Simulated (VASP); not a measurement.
# GaP in VASP: a series of runs, part 2 of 3

VASP 6.6.1. The steps go on from the part before.

## Step 3: Electric field gradients, LDA (volume scaled by 0.9405)

INCAR reads:

```
SYSTEM = GaP
PREC = Accurate
ENCUT = 520
EDIFF = 1E-8
ISMEAR = -1
SIGMA = 0.05
LREAL = .False.
LASPH = .True.
NELM = 60
ALGO = Normal
ISIF = 2
LWAVE = .False.
LCHARG = .False.
GGA = CA
LEFG = .True.
NBANDS = 16
```

KPOINTS reads:

```
Automatic mesh
0
Gamma
  10 10 10
  0 0 0
```

POSCAR reads:

```
GaP
1.0
    0.0000000000      2.6700902952      2.6700902952
    2.6700902952      0.0000000000      2.6700902952
    2.6700902952      2.6700902952      0.0000000000
Ga P
1 1
Direct
    0.0000000000      0.0000000000      0.0000000000
    0.7500000000      0.7500000000      0.7500000000
```

Potentials or basis: VASP PAW LDA potentials, release 64 (Ga_d, P).

Started as:

```
$ cat potpaw_LDA.64/Ga_d/POTCAR potpaw_LDA.64/P/POTCAR > POTCAR
$ mpirun -np 1 vasp_std > vasp.out
```

OUTCAR:

```text
SYSTEM = GaP
   PREC = Accurate
   ENCUT = 520
   EDIFF = 1E-8
   ISMEAR = -1
   LREAL = .False.
   LASPH = .True.
   NELM = 60
   ISIF = 2
   GGA = CA

 ion  position               nearest neighbor table
   1  0.000  0.000  0.000-   2 2.31   2 2.31   2 2.31   2 2.31
   2  0.750  0.750  0.750-   1 2.31   1 2.31   1 2.31   1 2.31

  LATTYP: Found a face centered cubic cell.
 ALAT       =     5.3401805904

  Lattice vectors:

 A1 = (   0.0000000000,   2.6700902952,   2.6700902952)
 A2 = (   2.6700902952,   0.0000000000,   2.6700902952)
 A3 = (   2.6700902952,   2.6700902952,   0.0000000000)

Analysis of symmetry for initial positions (statically):
=====================================================================
 Subroutine PRICEL returns:
 Original cell was already a primitive cell.

 Routine SETGRP: Setting up the symmetry group for a
 face centered cubic supercell.

 Subroutine GETGRP returns: Found 24 space group operations
 (whereof 24 operations were pure point group operations)
 out of a pool of 48 trial point group operations.

The static configuration has the point symmetry T_d .

Analysis of symmetry for dynamics (positions and initial velocities):
=====================================================================
 Subroutine PRICEL returns:
 Original cell was already a primitive cell.

 Routine SETGRP: Setting up the symmetry group for a
 face centered cubic supercell.

 Subroutine GETGRP returns: Found 24 space group operations
 (whereof 24 operations were pure point group operations)
 out of a pool of 48 trial point group operations.

The dynamic configuration has the point symmetry T_d .

[... 157 lines left out ...]
      4      -9.5494      2.00000
      5      -9.5494      2.00000
      6      -7.8301      2.00000
[... 433 lines left out ...]
      3      -9.6075      2.00000
      4      -9.5809      2.00000
      5      -9.5295      2.00000
      6      -5.6739      2.00000
[... 8 lines left out ...]
     15      17.1129      0.00000
     16      19.2199      0.00000

 [... further k-points ...]

------------------------ aborting loop because EDIFF is reached ----------------------------------------

  FORCE on cell =-STRESS in cart. coord.  units (eV):
  Direction    XX          YY          ZZ          XY          YZ          ZX
  --------------------------------------------------------------------------------------
  -------------------------------------------------------------------------------------
  Total        0.6807420      0.6807420      0.6807420     -0.0000000      0.0000000     -0.0000000
  in kB       28.6474070     28.6474070     28.6474070     -0.0000000      0.0000000     -0.0000000
  external PRESSURE =      28.6474070 kB  Pullay stress =       0.0000000 kB

 VOLUME and BASIS-vectors are now :
 -----------------------------------------------------------------------------
  energy-cutoff  :      520.00
  volume of cell :       38.07
      direct lattice vectors                 reciprocal lattice vectors
     0.000000000  2.670090295  2.670090295    -0.187259585  0.187259585  0.187259585
     2.670090295  0.000000000  2.670090295     0.187259585 -0.187259585  0.187259585
     2.670090295  2.670090295  0.000000000     0.187259585  0.187259585 -0.187259585

 POSITION                                       TOTAL-FORCE (eV/Angst)
 -----------------------------------------------------------------------------------
      0.00000      0.00000      0.00000         0.000000      0.000000      0.000000
      4.00514      4.00514      4.00514        -0.000000     -0.000000     -0.000000
 -----------------------------------------------------------------------------------
    total drift:                               -0.000001     -0.000001     -0.000000

  FREE ENERGIE OF THE ION-ELECTRON SYSTEM (eV)
  ---------------------------------------------------
  free  energy   TOTEN  =       -10.4429158829 eV

  energy  without entropy=      -10.4429158596  energy(sigma->0) =      -10.44291587

 Electric field gradients (V/A^2)
---------------------------------------------------------------------
 ion       V_xx      V_yy      V_zz      V_xy      V_xz      V_yz
---------------------------------------------------------------------
   1       0.000     0.000     0.000    -0.001    -0.001    -0.001
   2      -0.000     0.000     0.000    -0.000    -0.000    -0.000
---------------------------------------------------------------------

 Electric field gradients after diagonalization (V/A^2)
 (convention: |V_zz| > |V_xx| > |V_yy|)
----------------------------------------------------------------------
 ion       V_xx      V_yy      V_zz     asymmetry (V_yy - V_xx)/ V_zz
----------------------------------------------------------------------
   1       0.001     0.001    -0.003       0.000
   2       0.000     0.000    -0.000       0.000
----------------------------------------------------------------------

           NMR quadrupolar parameters

 Cq : quadrupolar parameter    Cq=e*Q*V_zz/h
 eta: asymmetry parameters     (V_yy - V_xx)/ V_zz
 Q  : nuclear electric quadrupole moment in mb (millibarn)
----------------------------------------------------------------------
 ion       Cq(MHz)       eta       Q (mb)
----------------------------------------------------------------------
   1      -0.000       0.000       1.000
   2      -0.000       0.000       1.000
----------------------------------------------------------------------
```

OSZICAR:

```text
N       E                     dE             d eps       ncg     rms          rms(c)
DAV:   1     0.792533826389E+02    0.79253E+02   -0.90119E+03  1600   0.165E+03
DAV:   2    -0.458040425195E+01   -0.83834E+02   -0.79568E+02  1752   0.315E+02
DAV:   3    -0.106923301767E+02   -0.61119E+01   -0.60942E+01  1856   0.655E+01
DAV:   4    -0.107886288861E+02   -0.96299E-01   -0.96269E-01  1968   0.885E+00
DAV:   5    -0.107904419873E+02   -0.18131E-02   -0.18131E-02  1840   0.107E+00    0.465E+00
DAV:   6    -0.105015735446E+02    0.28887E+00   -0.37051E-01  2376   0.110E+01    0.301E+00
DAV:   7    -0.104475704089E+02    0.54003E-01   -0.96113E-02  2064   0.223E+00    0.111E+00
DAV:   8    -0.104429658066E+02    0.46046E-02   -0.12236E-02  1784   0.124E+00    0.235E-01
DAV:   9    -0.104429154539E+02    0.50353E-04   -0.10587E-03  2208   0.408E-01    0.629E-02
DAV:  10    -0.104429102271E+02    0.52267E-05   -0.56880E-05  2312   0.963E-02    0.254E-02
DAV:  11    -0.104429161874E+02   -0.59603E-05   -0.10106E-05  1888   0.453E-02    0.899E-03
DAV:  12    -0.104429159240E+02    0.26342E-06   -0.56912E-07  2048   0.826E-03    0.612E-03
DAV:  13    -0.104429158831E+02    0.40897E-07   -0.23816E-07  2008   0.480E-03    0.961E-04
DAV:  14    -0.104429158829E+02    0.25102E-09   -0.12376E-08  1376   0.109E-03
   1 F= -.10442916E+02 E0= -.10442916E+02  d E =-.233079E-07
```

stdout:

```text
POSCAR found type information on POSCAR GaP
 POSCAR found :  2 types and       2 ions
 scaLAPACK will be used
 LDA part: xc-table for (Slater(with rela. corr.)+CA(PZ))
 , standard interpolation
 POSCAR, INCAR and KPOINTS ok, starting setup
 FFT: planning ... GRIDC
 FFT: planning ... GRID_SOFT
 FFT: planning ... GRID
 WAVECAR not read
 entering main loop
ion   1

ion   2
```

Run time: 21 s. Hardware: 1 thread of Intel Xeon Platinum 8488C (Sapphire Rapids), shared host; peak memory 0.15 GiB.

Results:

| Quantity | Value |
| --- | --- |
| Free energy | -10.4429 eV |
| Pressure | 2.9 GPa |
| Band gap on the k mesh | 1.35 eV, indirect (least direct gap 2.15 eV) |

Caveat: without QUAD_EFG the Cq values of the log hold for a quadrupole moment of 1 mb, not for the nuclei. A k mesh can miss the band edges.

## Step 4: Electric field gradients, LDA (volume scaled by 1.06)

INCAR reads:

```
PREC     = Accurate       # precision mode
ENCUT    = 520            # plane-wave cutoff, eV
EDIFF    = 1E-8           # SCF threshold, eV
ISMEAR   = -1             # smearing method
SIGMA    = 0.05           # smearing width, eV
LREAL    = F              # projectors in reciprocal space
LASPH    = T              # aspherical terms in the spheres
NELM     = 80             # most SCF steps
ALGO     = Normal         # electronic algorithm
ISIF     = 2              # what is computed and relaxed
LWAVE    = F              # write WAVECAR
LCHARG   = F              # write CHGCAR
GGA      = CA             # functional
LEFG     = T            
NBANDS   = 16             # bands
```

KPOINTS reads:

```
regular mesh
0
Gamma
  10 10 10
```

POSCAR reads:

```
GaP
1.0
    0.0000000000      2.7786998443      2.7786998443
    2.7786998443      0.0000000000      2.7786998443
    2.7786998443      2.7786998443      0.0000000000
Ga P
1 1
Direct
    0.0000000000      0.0000000000      0.0000000000
    0.7500000000      0.7500000000      0.7500000000
```

Potentials or basis: VASP PAW LDA potentials, release 64 (Ga_d, P).

Started as:

```
$ cat potpaw_LDA.64/Ga_d/POTCAR potpaw_LDA.64/P/POTCAR > POTCAR
$ mpirun -np 1 vasp_std > vasp.out
```

OUTCAR:

```text
PREC = Accurate
   ENCUT = 520
   EDIFF = 1E-8
   ISMEAR = -1
   LREAL = F
   LASPH = T
   NELM = 80
   ISIF = 2
   GGA = CA

 ion  position               nearest neighbor table
   1  0.000  0.000  0.000-   2 2.41   2 2.41   2 2.41   2 2.41
   2  0.750  0.750  0.750-   1 2.41   1 2.41   1 2.41   1 2.41

  LATTYP: Found a face centered cubic cell.
 ALAT       =     5.5573996886

  Lattice vectors:

 A1 = (   0.0000000000,   2.7786998443,   2.7786998443)
 A2 = (   2.7786998443,   0.0000000000,   2.7786998443)
 A3 = (   2.7786998443,   2.7786998443,   0.0000000000)

Analysis of symmetry for initial positions (statically):
=====================================================================
 Subroutine PRICEL returns:
 Original cell was already a primitive cell.

 Routine SETGRP: Setting up the symmetry group for a
 face centered cubic supercell.

[... 643 lines left out ...]
  energy-cutoff  :      520.00
  volume of cell :       42.91
      direct lattice vectors                 reciprocal lattice vectors
     0.000000000  2.778699844  2.778699844    -0.179940270  0.179940270  0.179940270
     2.778699844  0.000000000  2.778699844     0.179940270 -0.179940270  0.179940270
     2.778699844  2.778699844  0.000000000     0.179940270  0.179940270 -0.179940270

 POSITION                                       TOTAL-FORCE (eV/Angst)
 -----------------------------------------------------------------------------------
      0.00000      0.00000      0.00000        -0.000000     -0.000000      0.000000
      4.16805      4.16805      4.16805         0.000000      0.000000      0.000000
 -----------------------------------------------------------------------------------
    total drift:                                0.000000      0.000000      0.000000

  FREE ENERGIE OF THE ION-ELECTRON SYSTEM (eV)
  ---------------------------------------------------
  free  energy   TOTEN  =       -10.3711083253 eV

  energy  without entropy=      -10.3711082710  energy(sigma->0) =      -10.37110830

 Electric field gradients (V/A^2)
---------------------------------------------------------------------
 ion       V_xx      V_yy      V_zz      V_xy      V_xz      V_yz
---------------------------------------------------------------------
   1       0.000    -0.000    -0.000    -0.003    -0.003    -0.003
   2      -0.000    -0.000     0.000    -0.000    -0.000    -0.000
---------------------------------------------------------------------

 Electric field gradients after diagonalization (V/A^2)
 (convention: |V_zz| > |V_xx| > |V_yy|)
----------------------------------------------------------------------
 ion       V_xx      V_yy      V_zz     asymmetry (V_yy - V_xx)/ V_zz
----------------------------------------------------------------------
   1       0.003     0.003    -0.007       0.000
   2       0.000     0.000    -0.001       0.000
----------------------------------------------------------------------

           NMR quadrupolar parameters

 Cq : quadrupolar parameter    Cq=e*Q*V_zz/h
 eta: asymmetry parameters     (V_yy - V_xx)/ V_zz
 Q  : nuclear electric quadrupole moment in mb (millibarn)
----------------------------------------------------------------------
 ion       Cq(MHz)       eta       Q (mb)
----------------------------------------------------------------------
   1      -0.000       0.000       1.000
   2      -0.000       0.000       1.000
----------------------------------------------------------------------
```

It took 39 s on 1 thread of Intel Xeon Platinum 8375C at 2.90GHz (Ice Lake), shared host; peak memory 0.16 GiB.

Results:

```
Free energy            : -10.3711 eV
Pressure               : -6.6 GPa
Band gap on the k mesh : 1.16 eV, direct
```

Caveat: without QUAD_EFG the Cq values of the log hold for a quadrupole moment of 1 mb, not for the nuclei. A k mesh can miss the band edges.

(Continued in part 3 of 3.)
